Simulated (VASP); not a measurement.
# Mg63Si31 (a cell with a defect) in VASP: single point with PBEsol

Aim: the single point of Mg63Si31 (a cell with a defect) with PBEsol.

All numbers are computed with VASP 6.6.1; they aren't measurements. Logs are shortened: lines on timing, memory, paths and dates and some standing lists are left out, and cuts for length are marked.

## 1. The cell of the first run

The cell holds a defect, 94 atoms: a = 12.649 Å, b = 12.649 Å, c = 12.649 Å, α = 90.00°, β = 90.00°, γ = 90.00°.

## 2. Single point, PBEsol

File INCAR:

```
SYSTEM = Mg63Si31
PREC     = Accurate       ! precision mode
ENCUT    = 520            ! plane-wave cutoff, eV
EDIFF    = 1E-6           ! SCF threshold, eV
ISMEAR   = -1             ! smearing method
SIGMA    = 0.05           ! smearing width, eV
LREAL    = Auto         
LASPH    = .True.         ! aspherical terms in the spheres
NELM     = 80             ! most SCF steps
ALGO     = Normal         ! electronic algorithm
ISIF     = 2              ! what is computed and relaxed
LWAVE    = .False.        ! write WAVECAR
LCHARG   = .False.        ! write CHGCAR
GGA      = PS             ! functional
ISYM     = 0            
NBANDS   = 178            ! bands
```

File KPOINTS:

```
Automatic mesh
0
Gamma
  1 1 1
  0.25 0.25 0.25
```

File POSCAR:

```
Mg63Si31
1.0
   12.6494980000      0.0000000000      0.0000000000
    0.0000000000     12.6494980000      0.0000000000
    0.0000000000      0.0000000000     12.6494980000
Mg Si
63 31
Direct
    0.3738120000      0.1253990000      0.1258790000
    0.3747870000      0.1227970000      0.6251760000
    0.3748460000      0.6246200000      0.1233220000
    0.8753630000      0.1247060000      0.1252540000
    0.8748470000      0.1253100000      0.6266720000
    0.8749130000      0.6262080000      0.1257090000
    0.8773910000      0.6247650000      0.6252650000
    0.1255810000      0.3745210000      0.1261680000
    0.1249510000      0.3753680000      0.6278900000
    0.1252230000      0.8746480000      0.1241410000
    0.1259410000      0.8741770000      0.6232360000
    0.6240390000      0.3756810000      0.1242000000
    0.6272860000      0.3716550000      0.6263330000
    0.6257100000      0.8746240000      0.1260830000
    0.6245160000      0.8756250000      0.6280520000
    0.1256020000      0.1256930000      0.3749750000
    0.1252210000      0.1237500000      0.8750990000
    0.1248150000      0.6273520000      0.3758510000
    0.1258930000      0.6227490000      0.8747060000
    0.6241130000      0.1236630000      0.3760890000
    0.6257860000      0.1255920000      0.8750790000
    0.6272310000      0.6257950000      0.3720440000
    0.6244460000      0.6276060000      0.8760920000
    0.1248410000      0.1243750000      0.1247830000
    0.1251370000      0.1245290000      0.6264120000
    0.1250780000      0.6259390000      0.1249510000
    0.1391570000      0.6247640000      0.6252640000
    0.6253030000      0.1253940000      0.1259090000
    0.6243450000      0.1232530000      0.6248780000
    0.6242570000      0.6244070000      0.1236960000
    0.6191630000      0.6291000000      0.6295210000
    0.3726950000      0.3716140000      0.3720170000
    0.3726290000      0.3753060000      0.8759610000
    0.3725840000      0.8755690000      0.3758410000
    0.3773630000      0.8741160000      0.8746450000
    0.8769420000      0.3757200000      0.3761200000
    0.8740120000      0.3742700000      0.8745520000
    0.8741070000      0.8741950000      0.3747430000
    0.8764510000      0.8747220000      0.8752420000
    0.3749560000      0.3755160000      0.1240790000
    0.3733520000      0.3825520000      0.6272150000
    0.3732170000      0.8743540000      0.1246420000
    0.3754560000      0.8607770000      0.6252590000
    0.8746080000      0.3739190000      0.1253290000
    0.8760810000      0.3755570000      0.6249040000
    0.8751080000      0.8746090000      0.1248400000
    0.8750170000      0.8743890000      0.6265710000
    0.3749080000      0.1236240000      0.3760410000
    0.3731540000      0.1242240000      0.8748880000
    0.3732200000      0.6269200000      0.3829470000
    0.3754680000      0.6248020000      0.8611090000
    0.8745750000      0.1248650000      0.3744190000
    0.8750980000      0.1244480000      0.8750790000
    0.8760510000      0.6244670000      0.3760430000
    0.8750140000      0.6261470000      0.8748590000
    0.1248510000      0.3759420000      0.3764390000
    0.1243140000      0.3730700000      0.8756850000
    0.1243270000      0.8752140000      0.3735260000
    0.1256060000      0.8739250000      0.8744740000
    0.6257190000      0.3743980000      0.3747900000
    0.6237040000      0.3759780000      0.8753030000
    0.6236920000      0.8747500000      0.3765360000
    0.6265490000      0.8754640000      0.8759720000
    0.9998200000      0.9999180000      0.0002570000
    0.9985210000      0.0007840000      0.5001390000
    0.9985180000      0.4996310000      0.0011720000
    0.0019080000      0.5009300000      0.5014350000
    0.4999760000      0.0011880000      0.0015740000
    0.4992110000      0.9984710000      0.5009320000
    0.4991920000      0.5003740000      0.9988220000
    0.2499000000      0.2490030000      0.0010940000
    0.2521120000      0.2519980000      0.5011730000
    0.2506130000      0.7488500000      0.9987920000
    0.2482710000      0.7519190000      0.4964670000
    0.7496240000      0.2501040000      0.0003110000
    0.7490560000      0.2509370000      0.4997860000
    0.7507710000      0.7500460000      0.0012620000
    0.7474770000      0.7471120000      0.5012800000
    0.2498960000      0.0005990000      0.2494020000
    0.2505480000      0.9982630000      0.7494580000
    0.2520510000      0.5006900000      0.2524140000
    0.2481940000      0.4959910000      0.7524360000
    0.7496280000      0.9997130000      0.2505810000
    0.7508130000      0.0007000000      0.7505310000
    0.7491350000      0.4993850000      0.2513250000
    0.7474780000      0.5008220000      0.7476420000
    0.0001580000      0.2499230000      0.2504670000
    0.9990670000      0.2490990000      0.7503060000
    0.9990650000      0.7499080000      0.2495460000
    0.0017920000      0.7489430000      0.7493780000
    0.4997990000      0.2512480000      0.2517240000
    0.4990010000      0.2516350000      0.7482130000
    0.4989390000      0.7477280000      0.2521360000
    0.5051990000      0.7528520000      0.7532060000
```

Potentials or basis: VASP PAW PBE potentials, release 64 (Mg, Si).

Run with:

```sh
$ cat potpaw_PBE.64/Mg/POTCAR potpaw_PBE.64/Si/POTCAR > POTCAR
$ mpirun -np 1 vasp_std > vasp.out
```

OUTCAR:

```text
SYSTEM = Mg63Si31
   PREC = Accurate
   ENCUT = 520
   EDIFF = 1E-6
   ISMEAR = -1
   LREAL = Auto
   LASPH = .True.
   NELM = 80
   ISIF = 2
   GGA = PS
   ISYM = 0

 ion  position               nearest neighbor table
   1  0.374  0.125  0.126-  79 2.72  71 2.72  68 2.74  91 2.76  24 3.15  40 3.16  48 3.16  49 3.17
                            42 3.18  28 3.18
   2  0.375  0.123  0.625-  69 2.72  80 2.72  72 2.75  92 2.75  48 3.15  29 3.16  25 3.16  49 3.16
                            41 3.29  43 3.31
   3  0.375  0.625  0.123-  73 2.72  70 2.72  81 2.75  93 2.75  40 3.15  30 3.15  42 3.16  26 3.16
                            50 3.28  51 3.32
   4  0.875  0.125  0.125-  64 2.73  87 2.74  83 2.75  75 2.75  52 3.15  44 3.15  24 3.16  28 3.16
                            46 3.16  53 3.16
   5  0.875  0.125  0.627-  88 2.71  84 2.72  65 2.74  76 2.76  53 3.14  45 3.17  25 3.17  29 3.17
                            47 3.17  52 3.19
   6  0.875  0.626  0.126-  89 2.71  77 2.72  66 2.74  85 2.76  46 3.14  26 3.16  54 3.17  30 3.17
                            55 3.17  44 3.19
   7  0.877  0.625  0.625-  67 2.72  90 2.72  86 2.75  78 2.75  45 3.15  54 3.15  55 3.16  47 3.16
                            31 3.27  27 3.31
   8  0.126  0.375  0.126-  87 2.73  71 2.74  66 2.75  81 2.77  40 3.15  24 3.16  56 3.17  57 3.17
                            44 3.17  26 3.18
   9  0.125  0.375  0.628-  82 2.69  88 2.74  67 2.74  72 2.76  57 3.13  41 3.14  45 3.15  27 3.16
[... 165 lines left out ...]
  93  0.499  0.748  0.252-  22 2.70   3 2.75  62 2.75  30 2.75  50 2.76  34 2.76  14 2.77  42 2.77

  94  0.505  0.753  0.753-  31 2.64  63 2.68  43 2.68  51 2.68  15 2.68  23 2.68  35 2.71

IMPORTANT INFORMATION: All symmetrisations will be switched off!
NOSYMM: (Re-)initialisation of all symmetry stuff for point group C_1.

----------------------------------------------------------------------------------------

                                     Primitive cell

  volume of cell :    2024.0436

  direct lattice vectors                    reciprocal lattice vectors
    12.649498000  0.000000000  0.000000000     0.079054521  0.000000000  0.000000000
     0.000000000 12.649498000  0.000000000     0.000000000  0.079054521  0.000000000
     0.000000000  0.000000000 12.649498000     0.000000000  0.000000000  0.079054521

  length of vectors
    12.649498000 12.649498000 12.649498000     0.079054521  0.079054521  0.079054521

  position of ions in fractional coordinates (direct lattice)
     0.373812000  0.125399000  0.125879000
     0.374787000  0.122797000  0.625176000
     0.374846000  0.624620000  0.123322000
     0.875363000  0.124706000  0.125254000
     0.874847000  0.125310000  0.626672000
     0.874913000  0.626208000  0.125709000
[... 86 lines left out ...]
     0.498939000  0.747728000  0.252136000
     0.505199000  0.752852000  0.753206000

  ion indices of the primitive-cell ions
   primitive index   ion index
                 1           1
                 2           2
                 3           3
                 4           4
                 5           5
                 6           6
[... 86 lines left out ...]
                93          93
                94          94

----------------------------------------------------------------------------------------

 KPOINTS: Automatic mesh

Automatic generation of k-mesh.
 Grid dimensions read from file:
[... 19 lines left out ...]
   NGX,Y,Z   is equivalent  to a cutoff of  12.62, 12.62, 12.62 a.u.
   NGXF,Y,Z  is equivalent  to a cutoff of  25.23, 25.23, 25.23 a.u.
 SYSTEM =  Mg63Si31
   PREC   = accura    normal or accurate (medium, high low for compatibility)
   ISTART =      0    job   : 0-new  1-cont  2-samecut
   ICHARG =      2    charge: 1-file 2-atom 10-const
   ISPIN  =      1    spin polarized calculation?
   LNONCOLLINEAR =      F non collinear calculations
   LSORBIT =      F    spin-orbit coupling
   LASPH  =      T    aspherical Exc in radial PAW
   ENCUT  =  520.0 eV  38.22 Ry    6.18 a.u.  23.52 23.52 23.52*2*pi/ulx,y,z
   NELM   =     80;   NELMIN=  2; NELMDL= -5     # of ELM steps
   EDIFF  = 0.1E-05   stopping-criterion for ELM
   LREAL  =      T    real-space projection
   EDIFFG = 0.1E-04   stopping-criterion for IOM
   NSW    =      0    number of steps for IOM
   IBRION =     -1    ionic relax: 0-MD 1-quasi-New 2-CG
   NFREE  =      0    steps in history (QN), initial steepest desc. (CG)
   ISIF   =      2    stress and relaxation
   ISYM   =      0    0-nonsym 1-usesym 2-fastsym
   POTIM  = 0.5000    time-step for ionic-motion
   TEBEG  =    0.0;   TEEND  =   0.0 temperature during run
   PSTRESS=    0.0 pullay stress
   NELECT =     250.0000    total number of electrons
   NUPDOWN=      -1.0000    fix difference up-down
   EMIN   =  10.00;   EMAX   =-10.00  energy-range for DOS
   EFERMI =   0.00;   METHOD = LEGACY
   ISMEAR =    -1;   SIGMA  =   0.05  broadening in eV -4-tet -1-fermi 0-gaus
   EFERMI_NEDOS =   21; number of points for ismear=-14 and -15
   IALGO  =     38    algorithm
   IMIX   =      4    mixing-type and parameters
     AMIX     =   0.40;   BMIX     =  1.00
     AMIX_MAG =   1.60;   BMIX_MAG =  1.00
  volume/ion in A,a.u.               =      21.53       145.31
  Fermi-wavevector in a.u.,A,eV,Ry     =   0.815295  1.540684  9.043877  0.664706
  Thomas-Fermi vector in A             =   1.925357
   LORBIT       =      0    0 simple, 1 ext, 2 COOP (PROOUT), +10 PAW based schemes
   GGA     = PS    functional components
   LHFCALC =     F    Hartree Fock is set to
   AEXX    =    0.0000 exact exchange contribution
   IVDW    =     0    specifies the selected vdW correction
   LEPSILON=     F    determine dielectric tensor
   LRPA    =     F    only Hartree local field effects (RPA)
 non-spin polarized calculation
  energy-cutoff  :      520.00
  volume of cell :     2024.04
 maximum number of plane-waves:     54486
 NGX is ok and might be reduce to    96
   NGX = 47   NGY = 47   NGZ = 47

 number of electron     249.9999998 magnetization

 Free energy of the ion-electron system (eV)
  ---------------------------------------------------
  ext. energy  EPLUGINS =         0.00000000
  ---------------------------------------------------
  free energy    TOTEN  =      -299.19728851 eV

  energy without entropy =     -299.19074915  energy(sigma->0) =     -299.19401883

 E-fermi :   3.5925     XC(G=0):  -8.8300

 val. band max:        3.3149491294   @ k =  -0.2500   0.2500   0.2500
 cond. band min:       3.8742543259   @ k =  -0.2500  -0.2500   0.2500
 fundamental gap:      0.5593051965
 Fermi energy:         3.5925146486

 k-point     1 :       0.2500    0.2500    0.2500
  band No.  band energies     occupation
      1      -5.5218      2.00000
      2      -5.1806      2.00000
      3      -5.1654      2.00000
      4      -5.1143      2.00000
      5      -4.8456      2.00000
      6      -4.8345      2.00000
[... 549 lines left out ...]
    136       4.7583      0.00000
    137       4.7732      0.00000
 [bands above 137 left out]

------------------------ aborting loop because EDIFF is reached ----------------------------------------

  FORCE on cell =-STRESS in cart. coord.  units (eV):
  Direction    XX          YY          ZZ          XY          YZ          ZX
  --------------------------------------------------------------------------------------
  -------------------------------------------------------------------------------------
  Total       -2.9071651     -2.8385186     -2.8371287      0.5884012     -0.1844150      0.5828298
  in kB       -2.3012320     -2.2468933     -2.2457931      0.4657622     -0.1459778      0.4613521
  external PRESSURE =      -2.2646395 kB  Pullay stress =       0.0000000 kB

 VOLUME and BASIS-vectors are now :
 -----------------------------------------------------------------------------
  energy-cutoff  :      520.00
  volume of cell :     2024.04
      direct lattice vectors                 reciprocal lattice vectors
    12.649498000  0.000000000  0.000000000     0.079054521  0.000000000  0.000000000
     0.000000000 12.649498000  0.000000000     0.000000000  0.079054521  0.000000000
     0.000000000  0.000000000 12.649498000     0.000000000  0.000000000  0.079054521

 POSITION                                       TOTAL-FORCE (eV/Angst)
 -----------------------------------------------------------------------------------
      4.72853      1.58623      1.59231        -0.009736     -0.014505     -0.014320
      4.74087      1.55332      7.90816         0.007944     -0.008058      0.007333
      4.74161      7.90113      1.55996         0.004767      0.006628     -0.011656
     11.07290      1.57747      1.58440        -0.011715     -0.016630     -0.018802
     11.06638      1.58511      7.92709        -0.011809     -0.014257     -0.011000
     11.06721      7.92122      1.59016        -0.014217     -0.010377     -0.011992
[... 86 lines left out ...]
      6.31133      9.45838      3.18939         0.004343     -0.012016      0.002493
      6.39051      9.52320      9.52768        -0.067263      0.008442      0.016178
 -----------------------------------------------------------------------------------
    total drift:                               -0.001158      0.022847      0.001658

  FREE ENERGIE OF THE ION-ELECTRON SYSTEM (eV)
  ---------------------------------------------------
  free  energy   TOTEN  =      -299.1972885128 eV

  energy  without entropy=     -299.1907491536  energy(sigma->0) =     -299.19401883
```

Run time: 65 min. Hardware: 1 thread of Oxide Virtual Turin-like, shared host; peak memory 2.1 GiB.

What came out:

* Free energy: -299.1973 eV
* Pressure: -0.2 GPa
* Largest force: 0.087 eV/Å
* Band gap on the k mesh: 0.56 eV

Forces in eV/Å, atoms in the order of the input:
```
Mg  -0.010 -0.015 -0.014
Mg   0.008 -0.008  0.007
Mg   0.005  0.007 -0.012
Mg  -0.012 -0.017 -0.019
Mg  -0.012 -0.014 -0.011
Mg  -0.014 -0.010 -0.012
Mg   0.006  0.002  0.001
Mg  -0.015 -0.020 -0.015
Mg  -0.001  0.015  0.009
Mg  -0.008 -0.007 -0.016
Mg  -0.003 -0.016 -0.015
Mg   0.002 -0.004 -0.012
Mg   0.028  0.009  0.015
Mg  -0.016 -0.009 -0.003
Mg  -0.001  0.012 -0.018
Mg  -0.014 -0.015 -0.020
Mg  -0.008 -0.017 -0.008
Mg   0.004  0.012  0.015
Mg  -0.001 -0.014 -0.019
Mg  -0.003 -0.008 -0.001
Mg  -0.017 -0.003 -0.010
Mg   0.031  0.017  0.013
Mg   0.001 -0.018  0.009
Mg   0.016  0.008  0.011
Mg  -0.005 -0.003  0.014
Mg  -0.003  0.014  0.000
Mg   0.020  0.001  0.000
Mg   0.005 -0.005 -0.007
Mg   0.004  0.021  0.014
Mg   0.007  0.014  0.020
Mg  -0.020 -0.062 -0.058
Mg   0.025  0.007  0.007
Mg  -0.019  0.006 -0.028
Mg  -0.016 -0.027  0.003
Mg  -0.016 -0.002 -0.004
Mg  -0.012 -0.004 -0.001
Mg  -0.003  0.000  0.004
Mg  -0.007 -0.002  0.001
Mg  -0.002 -0.017 -0.021
Mg   0.007  0.001 -0.007
Mg  -0.022  0.006  0.014
Mg   0.014  0.014  0.013
Mg   0.001 -0.014  0.002
Mg   0.008  0.011  0.008
Mg   0.009  0.005 -0.002
Mg   0.012  0.015  0.012
Mg   0.014  0.003  0.014
Mg   0.010 -0.005 -0.002
Mg   0.017  0.011  0.010
Mg  -0.020  0.005  0.003
Mg   0.001  0.001 -0.013
Mg   0.007  0.009  0.010
Mg   0.011  0.009  0.014
Mg   0.009  0.000  0.002
Mg   0.012  0.013  0.002
Mg  -0.018  0.004  0.004
Mg   0.028  0.028 -0.009
Mg   0.029 -0.009  0.030
Mg   0.005  0.010  0.008
Mg  -0.006 -0.015 -0.012
Mg   0.004 -0.001  0.007
Mg   0.002  0.010 -0.003
Mg   0.020  0.018  0.016
Si   0.006 -0.003  0.007
Si   0.007  0.016 -0.001
Si   0.004 -0.001  0.021
Si  -0.008 -0.022 -0.026
Si   0.004  0.006  0.012
Si  -0.001 -0.012  0.010
Si  -0.002  0.019 -0.003
Si  -0.008  0.003  0.014
Si   0.000 -0.007  0.015
Si   0.014  0.003 -0.004
Si  -0.037  0.031 -0.043
Si   0.001 -0.004  0.001
Si  -0.018  0.012  0.002
Si   0.008 -0.012  0.001
Si   0.019  0.031 -0.016
Si  -0.006  0.014  0.006
Si   0.016  0.000 -0.004
Si   0.001  0.015 -0.003
Si  -0.028 -0.049  0.028
Si   0.000  0.006 -0.002
Si   0.007  0.007 -0.010
Si  -0.022 -0.001  0.014
Si   0.019 -0.015  0.029
Si  -0.001  0.010  0.007
Si  -0.002  0.001 -0.001
Si   0.000 -0.006  0.002
Si  -0.028  0.001  0.004
Si   0.037 -0.003 -0.002
Si   0.001  0.005 -0.015
Si   0.004 -0.012  0.002
Si  -0.067  0.008  0.016
```

Caveat: semilocal functionals underestimate gaps, and a narrow one can read as zero; the PAW data sets were made with another functional, which shifts forces and pressure a little.
